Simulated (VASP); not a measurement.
# HfN (Fm-3m) in VASP: notebook

Runs on HfN. Level: RPBE. Tasks: single point.

Everything below comes from runs of VASP 6.6.1. Logs are shortened: lines on timing, memory, paths and dates and some standing lists are left out, and cuts for length are marked.

## Step 1: The cell of the first run

Symmetry: Fm-3m, No. 225, cubic system. The conventional cell has a = 4.605 Å, b = 4.605 Å, c = 4.605 Å, α = 90.00°, β = 90.00°, γ = 90.00°. Within 3.0 Å of Hf (site symmetry m-3m) lie 6 N at 2.30 Å. N (site symmetry m-3m) has 6 Hf at 2.30 Å within 3.0 Å.

## Step 2: Single point, RPBE (12.20 Å³/atom)

The input, INCAR:

```
SYSTEM = HfN
ALGO     = Normal         ! electronic algorithm
EDIFF    = 1E-7           ! SCF threshold, eV
ENCUT    = 520            ! plane-wave cutoff, eV
GGA      = RP             ! functional
ISIF     = 2              ! what is computed and relaxed
ISMEAR   = 0              ! smearing method
LASPH    = .TRUE.         ! aspherical terms in the spheres
LCHARG   = .FALSE.        ! write CHGCAR
LREAL    = .FALSE.        ! projectors in reciprocal space
LWAVE    = .FALSE.        ! write WAVECAR
NBANDS   = 14             ! bands
NELM     = 80             ! most SCF steps
PREC     = Accurate       ! precision mode
SIGMA    = 0.05           ! smearing width, eV
```

The input, KPOINTS:

```
k-points
0
G
  10 10 10
  0 0 0
```

The input, POSCAR:

```
HfN
1.0
    0.0000000000      2.3023669012      2.3023669012
    2.3023669012      0.0000000000      2.3023669012
    2.3023669012      2.3023669012      0.0000000000
Hf N
1 1
Direct
    0.5000000000      0.5000000000      0.5000000000
    0.0000000000      0.0000000000      0.0000000000
```

Potentials or basis: VASP PAW PBE potentials, release 64 (Hf_pv, N).

The run is started by

```console
$ cat potpaw_PBE.64/Hf_pv/POTCAR potpaw_PBE.64/N/POTCAR > POTCAR
$ mpirun -np 1 vasp_std > vasp.out
```

OUTCAR:

```text
SYSTEM = HfN
   EDIFF = 1E-7
   ENCUT = 520
   GGA = RP
   ISIF = 2
   ISMEAR = 0
   LASPH = .TRUE.
   LREAL = .FALSE.
   NELM = 80
   PREC = Accurate

 ion  position               nearest neighbor table
   1  0.500  0.500  0.500-   2 2.30   2 2.30   2 2.30   2 2.30   2 2.30   2 2.30
   2  0.000  0.000  0.000-   1 2.30   1 2.30   1 2.30   1 2.30   1 2.30   1 2.30

  LATTYP: Found a face centered cubic cell.
 ALAT       =     4.6047338024

  Lattice vectors:

 A1 = (   0.0000000000,   2.3023669012,   2.3023669012)
 A2 = (   2.3023669012,   0.0000000000,   2.3023669012)
 A3 = (   2.3023669012,   2.3023669012,   0.0000000000)

Analysis of symmetry for initial positions (statically):
=====================================================================
 Subroutine PRICEL returns:
 Original cell was already a primitive cell.

 Routine SETGRP: Setting up the symmetry group for a
 face centered cubic supercell.

 Subroutine GETGRP returns: Found 48 space group operations
 (whereof 48 operations were pure point group operations)
 out of a pool of 48 trial point group operations.

The static configuration has the point symmetry O_h .

Analysis of symmetry for dynamics (positions and initial velocities):
=====================================================================
 Subroutine PRICEL returns:
 Original cell was already a primitive cell.

 Routine SETGRP: Setting up the symmetry group for a
 face centered cubic supercell.

 Subroutine GETGRP returns: Found 48 space group operations
 (whereof 48 operations were pure point group operations)
 out of a pool of 48 trial point group operations.

The dynamic configuration has the point symmetry O_h .

 Subroutine INISYM returns: Found 48 space group operations
 (whereof 48 operations are pure point group operations),
 and found     1 'primitive' translations

----------------------------------------------------------------------------------------

                                     Primitive cell

  volume of cell :      24.4092

  direct lattice vectors                    reciprocal lattice vectors
     0.000000000  2.302366901  2.302366901    -0.217167820  0.217167820  0.217167820
     2.302366901  0.000000000  2.302366901     0.217167820 -0.217167820  0.217167820
     2.302366901  2.302366901  0.000000000     0.217167820  0.217167820 -0.217167820

  length of vectors
     3.256038497  3.256038497  3.256038497     0.376145697  0.376145697  0.376145697

  position of ions in fractional coordinates (direct lattice)
     0.500000000  0.500000000  0.500000000
     0.000000000  0.000000000  0.000000000

  ion indices of the primitive-cell ions
   primitive index   ion index
                 1           1
                 2           2

----------------------------------------------------------------------------------------

 KPOINTS: k-points

Automatic generation of k-mesh.
 Grid dimensions read from file:
 generate k-points for:   10   10   10

 Generating k-lattice:

  Cartesian coordinates                     Fractional coordinates (reciprocal lattice)
    -0.021716782  0.021716782  0.021716782     0.100000000  0.000000000  0.000000000
     0.021716782 -0.021716782  0.021716782     0.000000000  0.100000000  0.000000000
     0.021716782  0.021716782 -0.021716782     0.000000000  0.000000000  0.100000000

  Length of vectors
     0.037614570  0.037614570  0.037614570

  Shift w.r.t. Gamma in fractional coordinates (k-lattice)
     0.000000000  0.000000000  0.000000000

 Subroutine IBZKPT returns following result:
 ===========================================

 Found     47 irreducible k-points:

 Following reciprocal coordinates:
            Coordinates               Weight
  0.000000  0.000000  0.000000      1.000000
  0.100000  0.000000  0.000000      8.000000
  0.200000  0.000000  0.000000      8.000000
  0.300000  0.000000  0.000000      8.000000
  0.400000  0.000000  0.000000      8.000000
  0.500000  0.000000  0.000000      4.000000
[... 16 lines left out ...]
  0.300000  0.300000  0.000000      6.000000
  0.400000  0.300000  0.000000     24.000000
 [... further k-points ...]
   k-points           NKPTS =     47   k-points in BZ     NKDIM =     47   number of bands    NBANDS=     14
   number of dos      NEDOS =    301   number of ions     NIONS =      2
   total plane-waves  NPLWV =  13824
   dimension x,y,z NGX =    24 NGY =   24 NGZ =   24
   dimension x,y,z NGXF=    48 NGYF=   48 NGZF=   48
   ions per type =               1   1
   NGX,Y,Z   is equivalent  to a cutoff of  12.25, 12.25, 12.25 a.u.
   NGXF,Y,Z  is equivalent  to a cutoff of  24.51, 24.51, 24.51 a.u.
 SYSTEM =  HfN
   PREC   = accura    normal or accurate (medium, high low for compatibility)
   ISTART =      0    job   : 0-new  1-cont  2-samecut
   ICHARG =      2    charge: 1-file 2-atom 10-const
   ISPIN  =      1    spin polarized calculation?
   LNONCOLLINEAR =      F non collinear calculations
   LSORBIT =      F    spin-orbit coupling
   LASPH  =      T    aspherical Exc in radial PAW
   ENCUT  =  520.0 eV  38.22 Ry    6.18 a.u.   6.05  6.05  6.05*2*pi/ulx,y,z
   NELM   =     80;   NELMIN=  2; NELMDL= -5     # of ELM steps
   EDIFF  = 0.1E-06   stopping-criterion for ELM
   LREAL  =      F    real-space projection
   EDIFFG = 0.1E-05   stopping-criterion for IOM
   NSW    =      0    number of steps for IOM
   IBRION =     -1    ionic relax: 0-MD 1-quasi-New 2-CG
   NFREE  =      0    steps in history (QN), initial steepest desc. (CG)
   ISIF   =      2    stress and relaxation
   ISYM   =      2    0-nonsym 1-usesym 2-fastsym
   POTIM  = 0.5000    time-step for ionic-motion
   TEBEG  =    0.0;   TEEND  =   0.0 temperature during run
   PSTRESS=    0.0 pullay stress
   NELECT =      15.0000    total number of electrons
   NUPDOWN=      -1.0000    fix difference up-down
   EMIN   =  10.00;   EMAX   =-10.00  energy-range for DOS
   EFERMI =   0.00;   METHOD = LEGACY
   ISMEAR =     0;   SIGMA  =   0.05  broadening in eV -4-tet -1-fermi 0-gaus
   EFERMI_NEDOS =   21; number of points for ismear=-14 and -15
   IALGO  =     38    algorithm
   IMIX   =      4    mixing-type and parameters
     AMIX     =   0.40;   BMIX     =  1.00
     AMIX_MAG =   1.60;   BMIX_MAG =  1.00
  volume/ion in A,a.u.               =      12.20        82.36
  Fermi-wavevector in a.u.,A,eV,Ry     =   1.391834  2.630185 26.357225  1.937201
  Thomas-Fermi vector in A             =   2.515635
   LORBIT       =      0    0 simple, 1 ext, 2 COOP (PROOUT), +10 PAW based schemes
   GGA     = RP    functional components
   LHFCALC =     F    Hartree Fock is set to
   AEXX    =    0.0000 exact exchange contribution
   IVDW    =     0    specifies the selected vdW correction
   LEPSILON=     F    determine dielectric tensor
   LRPA    =     F    only Hartree local field effects (RPA)
 non-spin polarized calculation
 Gauss-broadening in eV      SIGMA  =   0.05
  energy-cutoff  :      520.00
  volume of cell :       24.41
 maximum number of plane-waves:       678
   NGX = 13   NGY = 13   NGZ = 13

 number of electron      15.0000000 magnetization

 Free energy of the ion-electron system (eV)
  ---------------------------------------------------
  ext. energy  EPLUGINS =         0.00000000
  ---------------------------------------------------
  free energy    TOTEN  =       -20.75191059 eV

  energy without entropy =      -20.75070597  energy(sigma->0) =      -20.75130828

 E-fermi :   8.0495     XC(G=0): -12.3563

 val. band max:        8.0126735830   @ k =   0.1000   0.0000   0.0000
 cond. band min:       8.0661125383   @ k =  -0.1000   0.1000   0.0000
 fundamental gap:      0.0534389553
 Fermi energy:         8.0494962998

 k-point     1 :       0.0000    0.0000    0.0000
  band No.  band energies     occupation
      1     -23.4150      2.00000
      2     -23.4150      2.00000
      3     -23.4150      2.00000
      4      -9.2451      2.00000
      5       5.0288      2.00000
      6       5.0288      2.00000
      7       5.0288      2.00000
      8       7.7105      2.00000
      9       7.7105      2.00000
     10       7.7105      2.00000
     11       9.2545      0.00000
     12       9.8578      0.00000
     13       9.8578      0.00000
     14      17.3982      0.00000

 k-point     2 :       0.1000    0.0000    0.0000
  band No.  band energies     occupation
      1     -23.4939      2.00000
      2     -23.4220      2.00000
      3     -23.4220      2.00000
      4      -9.0462      2.00000
      5       4.1302      2.00000
      6       4.5340      2.00000
      7       4.5340      2.00000
      8       7.8987      1.99998
      9       8.0127      1.70236
     10       8.0127      1.70236
     11       9.9810      0.00000
     12      10.5333      0.00000
     13      10.5333      0.00000
     14      18.1094      0.00000

 k-point     3 :       0.2000    0.0000    0.0000
  band No.  band energies     occupation
      1     -23.6941      2.00000
      2     -23.4401      2.00000
      3     -23.4401      2.00000
      4      -8.5088      2.00000
      5       2.5219      2.00000
      6       3.6162      2.00000
      7       3.6162      2.00000
      8       8.2293      0.00000
      9       8.7703      0.00000
     10       8.7703      0.00000
     11      11.4399      0.00000
     12      12.0714      0.00000
     13      12.0714      0.00000
     14      19.7694      0.00000

 k-point     4 :       0.3000    0.0000    0.0000
  band No.  band energies     occupation
      1     -23.9299      2.00000
      2     -23.4623      2.00000
      3     -23.4623      2.00000
      4      -7.7934      2.00000
      5       0.9988      2.00000
      6       2.8053      2.00000
      7       2.8053      2.00000
      8       8.9019      0.00000
      9       9.8390      0.00000
     10       9.8390      0.00000
     11      12.6869      0.00000
     12      13.8431      0.00000
     13      13.8431      0.00000
     14      20.0042      0.00000

 k-point     5 :       0.4000    0.0000    0.0000
  band No.  band energies     occupation
      1     -24.1125      2.00000
      2     -23.4801      2.00000
      3     -23.4801      2.00000
      4      -7.1413      2.00000
      5      -0.1229      2.00000
      6       2.2791      2.00000
      7       2.2791      2.00000
      8      10.0103      0.00000
      9      10.9337      0.00000
     10      10.9337      0.00000
     11      12.8490      0.00000
[... 276 lines left out ...]
 k-point    22 :      -0.2000    0.2000    0.0000
  band No.  band energies     occupation
      1     -23.8873      2.00000
      2     -23.6060      2.00000
      3     -23.4542      2.00000
      4      -7.7417      2.00000
      5       0.9741      2.00000
      6       2.5656      2.00000
      7       3.1823      2.00000
      8       9.0157      0.00000
      9       9.2942      0.00000
     10      10.9546      0.00000
     11      11.3831      0.00000
     12      14.1158      0.00000
     13      15.1943      0.00000
     14      20.0047      0.00000

 k-point    23 :       0.3000    0.3000    0.0000
  band No.  band energies     occupation
      1     -23.8656      2.00000
      2     -23.5785      2.00000
      3     -23.5785      2.00000
      4      -8.0816      2.00000
      5       1.3801      2.00000
      6       4.1968      2.00000
      7       4.1968      2.00000
      8       5.3097      2.00000
      9      11.0437      0.00000
     10      11.2471      0.00000
     11      11.8111      0.00000
     12      11.8111      0.00000
     13      16.3878      0.00000
     14      20.0144      0.00000

 k-point    24 :       0.4000    0.3000    0.0000
  band No.  band energies     occupation
      1     -23.9539      2.00000
      2     -23.6274      2.00000
      3     -23.6045      2.00000
      4      -7.9628      2.00000
      5       1.5429      2.00000
      6       3.5166      2.00000
      7       3.9528      2.00000
      8       5.6811      2.00000
      9      11.8062      0.00000
     10      12.1265      0.00000
     11      12.3801      0.00000
     12      12.4065      0.00000
     13      16.5394      0.00000
     14      18.6271      0.00000

 [... further k-points ...]

------------------------ aborting loop because EDIFF is reached ----------------------------------------

  FORCE on cell =-STRESS in cart. coord.  units (eV):
  Direction    XX          YY          ZZ          XY          YZ          ZX
  --------------------------------------------------------------------------------------
  -------------------------------------------------------------------------------------
  Total       -1.0664590     -1.0664590     -1.0664590      0.0000000      0.0000000      0.0000000
  in kB      -70.0005008    -70.0005008    -70.0005008      0.0000000      0.0000000      0.0000000
  external PRESSURE =     -70.0005008 kB  Pullay stress =       0.0000000 kB

 VOLUME and BASIS-vectors are now :
 -----------------------------------------------------------------------------
  energy-cutoff  :      520.00
  volume of cell :       24.41
      direct lattice vectors                 reciprocal lattice vectors
     0.000000000  2.302366901  2.302366901    -0.217167820  0.217167820  0.217167820
     2.302366901  0.000000000  2.302366901     0.217167820 -0.217167820  0.217167820
     2.302366901  2.302366901  0.000000000     0.217167820  0.217167820 -0.217167820

 POSITION                                       TOTAL-FORCE (eV/Angst)
 -----------------------------------------------------------------------------------
      2.30237      2.30237      2.30237         0.000000      0.000000      0.000000
      0.00000      0.00000      0.00000         0.000000      0.000000      0.000000
 -----------------------------------------------------------------------------------
    total drift:                                0.000000     -0.000000     -0.000000

  FREE ENERGIE OF THE ION-ELECTRON SYSTEM (eV)
  ---------------------------------------------------
  free  energy   TOTEN  =       -20.7519105940 eV

  energy  without entropy=      -20.7507059731  energy(sigma->0) =      -20.75130828
```

Wall time 7 s (1 thread of Intel Xeon Platinum 8488C (Sapphire Rapids), shared host); peak memory 0.14 GiB.

What came out:

```yaml
Free_energy: -20.7519 eV
Pressure: -7.0 GPa
Band_gap_on_the_k_mesh: zero (an odd number of electrons rules out a gap without spin polarisation)
```

Caveat: the cell stands under tension; the PAW data sets were made with another functional, which shifts forces and pressure a little; spin-orbit coupling is left out, which moves the levels of the heavy elements.

(Part 1 of 2 ends here.)
